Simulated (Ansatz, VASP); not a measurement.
**Hg in VASP and in Ansatz**

```xyz
2
Lattice="0.0000 2.4385 2.4385 2.4385 0.0000 2.4385 2.4385 2.4385 0.0000" Properties=species:S:1:pos:R:3 pbc="T T T"
Hg   -0.6096   -0.6096   -0.6096
Hg    0.6096    0.6096    0.6096
```

Change from the starting cell: volume scaled by 0.4, crystal datasets.

Alike in both runs: task single point; functional PBEsol; k mesh 12 × 12 × 12; occupations fermi-dirac, width 0.05 eV; no spin polarisation.

```csv
,VASP,Ansatz
version,VASP 6.6.1,Ansatz 0.2.0
potentials or method,"VASP PAW PBE potentials, release 64 (Hg), cutoff 520 eV","all-electron PAW with datasets made for the crystal, scalar-relativistic"
```

VASP gave:

| Quantity | Value |
| --- | --- |
| pressure (GPa) | 306.0 |

Question: Which values does Ansatz return?

Answer: Pressure (GPa): 288.4.

VASP's potentials were made for PBE, not for PBEsol. Both programs put the cell under a high pressure, so it lies far from rest at this level. Ansatz ran all-electron here, and VASP with PAW potentials.

Spin-orbit coupling is off throughout. Noted on VASP's run: the cell as given lies far from equilibrium.
